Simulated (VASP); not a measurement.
# Rh2Au (I4/mmm) in VASP: single point with PBE

Aim: the single point of Rh2Au with PBE.

All numbers are computed with VASP 6.6.1; they aren't measurements. Logs are shortened: lines on timing, memory, paths and dates and some standing lists are left out, and cuts for length are marked.

## (1) The cell of the first run

The structure is tetragonal, space group I4/mmm (No. 139). The conventional cell has a = 2.995 Å, b = 2.995 Å, c = 10.758 Å, α = 90.00°, β = 90.00°, γ = 90.00°. Rh (site symmetry 4mm) has 5 Au at 2.73 to 3.66 Å and 9 Rh at 2.87 to 3.44 Å within 3.7 Å. Au (site symmetry 4/mmm) has 10 Rh at 2.73 to 3.66 Å and 4 Au at 3.00 Å within 3.7 Å.

## (2) Single point, PBE

Input file POSCAR:

```
Rh2Au
1.0
    0.0000000000      2.9950080000      0.0000000000
    2.9950080000      0.0000000000      0.0000000000
    1.4975040000      1.4975040000     -5.3791760000
Rh Au
2 1
Direct
    0.3400000000      0.3400000000      0.3200000000
    0.6600000000      0.6600000000      0.6800000000
    0.0000000000      0.0000000000      0.0000000000
```

Input file INCAR.step1:

```
SYSTEM = Rh2Au
  PREC = Accurate
  ENCUT = 520
  EDIFF = 1E-7
  ISMEAR = -1
  SIGMA = 0.1
  LREAL = .FALSE.
  LASPH = .TRUE.
  NELM = 80
  ALGO = Normal
  ISIF = 2
  LWAVE = .FALSE.
  LCHARG = .TRUE.
  LMAXMIX = 4
  GGA = PE
  NBANDS = 28
```

Input file KPOINTS.step1:

```
Automatic mesh
0
G
  12 12 12
  0 0 0
```

Input file INCAR.step2:

```
SYSTEM = Rh2Au
  PREC = Accurate
  ENCUT = 520
  EDIFF = 1E-7
  ISMEAR = -5
  SIGMA = 0.1
  LREAL = .FALSE.
  LASPH = .TRUE.
  NELM = 80
  ALGO = Normal
  ISIF = 2
  LWAVE = .FALSE.
  LCHARG = .FALSE.
  LMAXMIX = 4
  GGA = PE
  LORBIT = 10
  NBANDS = 28
  NEDOS = 2001
  ICHARG = 11
```

Input file KPOINTS.step2:

```
Automatic mesh
0
G
  18 18 18
  0 0 0
```

Potentials or basis: VASP PAW PBE potentials, release 64 (Rh_pv, Au).

Started as:

```console
> cat potpaw_PBE.64/Rh_pv/POTCAR potpaw_PBE.64/Au/POTCAR > POTCAR
> cp INCAR.step1 INCAR
> cp KPOINTS.step1 KPOINTS
> mpirun -np 1 vasp_std > vasp.out
> cp INCAR.step2 INCAR
> cp KPOINTS.step2 KPOINTS
> mpirun -np 1 vasp_std > vasp.out
```

OUTCAR:

```text
SYSTEM = Rh2Au
   PREC = Accurate
   ENCUT = 520
   EDIFF = 1E-7
   ISMEAR = -5
   LREAL = .FALSE.
   LASPH = .TRUE.
   NELM = 80
   ISIF = 2
   GGA = PE
   LORBIT = 10
   ICHARG = 11

 ion  position               nearest neighbor table
   1  0.340  0.340  0.320-   3 2.73   3 2.73   3 2.73   3 2.73   2 2.87   2 2.87   2 2.87   2 2.87

   2  0.660  0.660  0.680-   3 2.73   3 2.73   3 2.73   3 2.73   1 2.87   1 2.87   1 2.87   1 2.87

   3  0.000  0.000  0.000-   2 2.73   1 2.73   2 2.73   1 2.73   1 2.73   2 2.73   2 2.73   1 2.73

  LATTYP: Found a body centered tetragonal cell.
 ALAT       =     2.9950080000
 C/A-ratio  =     3.5920945787

  Lattice vectors:

 A1 = (  -1.4975040000,   1.4975040000,   5.3791760000)
 A2 = (   1.4975040000,  -1.4975040000,   5.3791760000)
 A3 = (   1.4975040000,   1.4975040000,  -5.3791760000)

Analysis of symmetry for initial positions (statically):
=====================================================================
 Subroutine PRICEL returns:
 Original cell was already a primitive cell.

 Routine SETGRP: Setting up the symmetry group for a
 body centered tetragonal supercell.

 Subroutine GETGRP returns: Found 16 space group operations
 (whereof 16 operations were pure point group operations)
 out of a pool of 16 trial point group operations.

The static configuration has the point symmetry D_4h.

Analysis of symmetry for dynamics (positions and initial velocities):
=====================================================================
 Subroutine PRICEL returns:
 Original cell was already a primitive cell.

 Routine SETGRP: Setting up the symmetry group for a
 body centered tetragonal supercell.

 Subroutine GETGRP returns: Found 16 space group operations
 (whereof 16 operations were pure point group operations)
 out of a pool of 16 trial point group operations.

The dynamic configuration has the point symmetry D_4h.

 Subroutine INISYM returns: Found 16 space group operations
 (whereof 16 operations are pure point group operations),
 and found     1 'primitive' translations

----------------------------------------------------------------------------------------

                                     Primitive cell

  volume of cell :      48.2516

  direct lattice vectors                    reciprocal lattice vectors
     0.000000000  2.995008000  0.000000000     0.000000000  0.333888925  0.092951039
     2.995008000  0.000000000  0.000000000     0.333888925  0.000000000  0.092951039
     1.497504000  1.497504000 -5.379176000     0.000000000  0.000000000 -0.185902079

  length of vectors
     2.995008000  2.995008000  5.781052750     0.346585790  0.346585790  0.185902079

  position of ions in fractional coordinates (direct lattice)
     0.340000000  0.340000000  0.320000000
     0.660000000  0.660000000  0.680000000
     0.000000000  0.000000000  0.000000000

  ion indices of the primitive-cell ions
   primitive index   ion index
                 1           1
                 2           2
                 3           3

----------------------------------------------------------------------------------------

 KPOINTS: Automatic mesh

Automatic generation of k-mesh.
 Grid dimensions read from file:
 generate k-points for:   18   18   18

 Generating k-lattice:

  Cartesian coordinates                     Fractional coordinates (reciprocal lattice)
     0.000000000  0.018549385  0.005163947     0.055555556  0.000000000  0.000000000
     0.018549385  0.000000000  0.005163947     0.000000000  0.055555556  0.000000000
     0.000000000  0.000000000 -0.010327893     0.000000000  0.000000000  0.055555556

  Length of vectors
     0.019254766  0.019254766  0.010327893

  Shift w.r.t. Gamma in fractional coordinates (k-lattice)
     0.000000000  0.000000000  0.000000000

 TETIRR: Found  16873 inequivalent tetrahedra from    34992

 Subroutine IBZKPT returns following result:
 ===========================================

 Found    480 irreducible k-points:

 Following reciprocal coordinates:
            Coordinates               Weight
  0.000000  0.000000  0.000000      1.000000
  0.055556  0.000000  0.000000      8.000000
  0.111111  0.000000  0.000000      8.000000
  0.166667  0.000000  0.000000      8.000000
  0.222222  0.000000  0.000000      8.000000
  0.277778  0.000000  0.000000      8.000000
[... 16 lines left out ...]
 -0.277778  0.055556  0.000000     16.000000
 -0.222222  0.055556  0.000000     16.000000
 [... further k-points ...]
   k-points           NKPTS =    480   k-points in BZ     NKDIM =    480   number of bands    NBANDS=     28
   number of dos      NEDOS =   2001   number of ions     NIONS =      3
   total plane-waves  NPLWV =  27648
   dimension x,y,z NGX =    24 NGY =   24 NGZ =   48
   dimension x,y,z NGXF=    48 NGYF=   48 NGZF=   96
   ions per type =               2   1
   NGX,Y,Z   is equivalent  to a cutoff of  13.32, 13.32, 13.80 a.u.
   NGXF,Y,Z  is equivalent  to a cutoff of  26.64, 26.64, 27.61 a.u.
 SYSTEM =  Rh2Au
   PREC   = accura    normal or accurate (medium, high low for compatibility)
   ISTART =      0    job   : 0-new  1-cont  2-samecut
   ICHARG =     11    charge: 1-file 2-atom 10-const
   ISPIN  =      1    spin polarized calculation?
   LNONCOLLINEAR =      F non collinear calculations
   LSORBIT =      F    spin-orbit coupling
   LASPH  =      T    aspherical Exc in radial PAW
   ENCUT  =  520.0 eV  38.22 Ry    6.18 a.u.   5.57  5.57 10.75*2*pi/ulx,y,z
   NELM   =     80;   NELMIN=  2; NELMDL=  0     # of ELM steps
   EDIFF  = 0.1E-06   stopping-criterion for ELM
   LREAL  =      F    real-space projection
   EDIFFG = 0.1E-05   stopping-criterion for IOM
   NSW    =      0    number of steps for IOM
   IBRION =     -1    ionic relax: 0-MD 1-quasi-New 2-CG
   NFREE  =      0    steps in history (QN), initial steepest desc. (CG)
   ISIF   =      2    stress and relaxation
   ISYM   =      2    0-nonsym 1-usesym 2-fastsym
   POTIM  = 0.5000    time-step for ionic-motion
   TEBEG  =    0.0;   TEEND  =   0.0 temperature during run
   PSTRESS=    0.0 pullay stress
   NELECT =      41.0000    total number of electrons
   NUPDOWN=      -1.0000    fix difference up-down
   EMIN   =  10.00;   EMAX   =-10.00  energy-range for DOS
   EFERMI =   0.00;   METHOD = LEGACY
   ISMEAR =    -5;   SIGMA  =   0.10  broadening in eV -4-tet -1-fermi 0-gaus
   EFERMI_NEDOS =   21; number of points for ismear=-14 and -15
   IALGO  =     38    algorithm
   IMIX   =      4    mixing-type and parameters
     AMIX     =   0.40;   BMIX     =  1.00
     AMIX_MAG =   1.60;   BMIX_MAG =  1.00
  volume/ion in A,a.u.               =      16.08       108.54
  Fermi-wavevector in a.u.,A,eV,Ry     =   1.550597  2.930203 32.713172  2.404350
  Thomas-Fermi vector in A             =   2.655237
   LORBIT       =     10    0 simple, 1 ext, 2 COOP (PROOUT), +10 PAW based schemes
   GGA     = PE    functional components
   LHFCALC =     F    Hartree Fock is set to
   AEXX    =    0.0000 exact exchange contribution
   IVDW    =     0    specifies the selected vdW correction
   LEPSILON=     F    determine dielectric tensor
   LRPA    =     F    only Hartree local field effects (RPA)
 non-spin polarized calculation
 Fermi weights with tetrahedron method with Bloechl corrections
  energy-cutoff  :      520.00
  volume of cell :       48.25
 maximum number of plane-waves:      1324

 number of electron      41.0000005 magnetization

 Free energy of the ion-electron system (eV)
  ---------------------------------------------------
  ext. energy  EPLUGINS =         0.00000000
  ---------------------------------------------------
  free energy    TOTEN  =       -16.74201788 eV

  energy without entropy =      -16.74201788  energy(sigma->0) =      -16.74201788

 E-fermi :   9.4375     XC(G=0): -13.0374

 val. band max:        9.5051676973   @ k =  -0.4444   0.0000   0.1111
 cond. band min:       9.3386882723   @ k =   0.0000   0.0000   0.0556
 fundamental gap:     -0.1664794250
 Fermi energy:         9.4375232238

 k-point     1 :       0.0000    0.0000    0.0000
  band No.  band energies     occupation
      1     -36.6336      2.00000
      2     -36.5706      2.00000
      3     -36.5706      2.00000
      4     -36.4933      2.00000
      5     -36.4933      2.00000
      6     -36.4644      2.00000
[... 20 lines left out ...]
     27      23.3717      0.00000
     28      23.3717      0.00000

 k-point     2 :       0.0556    0.0000    0.0000
  band No.  band energies     occupation
      1     -36.6330      2.00000
      2     -36.5752      2.00000
      3     -36.5697      2.00000
      4     -36.4966      2.00000
      5     -36.4936      2.00000
      6     -36.4639      2.00000
[... 20 lines left out ...]
     27      22.8421      0.00000
     28      23.5049      0.00000

 k-point     3 :       0.1111    0.0000    0.0000
  band No.  band energies     occupation
      1     -36.6319      2.00000
      2     -36.5880      2.00000
      3     -36.5671      2.00000
      4     -36.5056      2.00000
      5     -36.4945      2.00000
      6     -36.4630      2.00000
[... 20 lines left out ...]
     27      22.1137      0.00000
     28      23.8654      0.00000

 k-point     4 :       0.1667    0.0000    0.0000
  band No.  band energies     occupation
      1     -36.6317      2.00000
      2     -36.6064      2.00000
      3     -36.5628      2.00000
      4     -36.5175      2.00000
      5     -36.4961      2.00000
      6     -36.4629      2.00000
[... 578 lines left out ...]
     27      23.4332      0.00000
     28      23.9968      0.00000

 k-point    23 :      -0.2778    0.0556    0.0000
  band No.  band energies     occupation
      1     -36.6481      2.00000
      2     -36.6440      2.00000
      3     -36.5551      2.00000
      4     -36.5334      2.00000
      5     -36.5046      2.00000
      6     -36.4672      2.00000
[... 20 lines left out ...]
     27      22.8415      0.00000
     28      24.3069      0.00000

 k-point    24 :      -0.2222    0.0556    0.0000
  band No.  band energies     occupation
      1     -36.6351      2.00000
      2     -36.6265      2.00000
      3     -36.5617      2.00000
      4     -36.5287      2.00000
      5     -36.5015      2.00000
      6     -36.4635      2.00000
[... 20 lines left out ...]
     27      22.3478      0.00000
     28      23.9442      0.00000

 [... further k-points ...]
[... 5 lines left out ...]
  --------------------------------------------------------------------------------------
  -------------------------------------------------------------------------------------
  Total       -2.8373427     -2.8373427     -1.4753579      0.0000000      0.0000000      0.0000000
  in kB      -94.2129613    -94.2129613    -48.9887361      0.0000000      0.0000000      0.0000000
  external PRESSURE =     -79.1382196 kB  Pullay stress =       0.0000000 kB

 VOLUME and BASIS-vectors are now :
 -----------------------------------------------------------------------------
  energy-cutoff  :      520.00
  volume of cell :       48.25
      direct lattice vectors                 reciprocal lattice vectors
     0.000000000  2.995008000  0.000000000     0.000000000  0.333888925  0.092951039
     2.995008000  0.000000000  0.000000000     0.333888925  0.000000000  0.092951039
     1.497504000  1.497504000 -5.379176000     0.000000000  0.000000000 -0.185902079

 POSITION                                       TOTAL-FORCE (eV/Angst)
 -----------------------------------------------------------------------------------
      1.49750      1.49750     -1.72134         0.000000      0.000000     -1.875419
      2.99501      2.99501     -3.65784        -0.000000     -0.000000      1.875419
      0.00000      0.00000      0.00000         0.000000      0.000000      0.000000
 -----------------------------------------------------------------------------------
    total drift:                                0.000000      0.000000     -0.000000

  FREE ENERGIE OF THE ION-ELECTRON SYSTEM (eV)
  ---------------------------------------------------
  free  energy   TOTEN  =       -16.7420178791 eV

  energy  without entropy=      -16.7420178791  energy(sigma->0) =      -16.74201788

 total charge

# of ion       s       p       d       tot
------------------------------------------
    1        0.322   6.197   7.055  13.575
    2        0.322   6.197   7.055  13.575
    3        0.641   0.446   8.663   9.750
--------------------------------------------------
tot          1.286  12.841  22.773  36.900
```

Wall time 2.9 min (1 thread of Intel Xeon 6975P-C (Granite Rapids), shared host); peak memory 0.69 GiB.

What came out:

- Valence electrons inside the program's atomic spheres: Rh 13.57; Au 9.75

Caveat: spin-orbit coupling is left out, which moves the levels of the heavy elements.
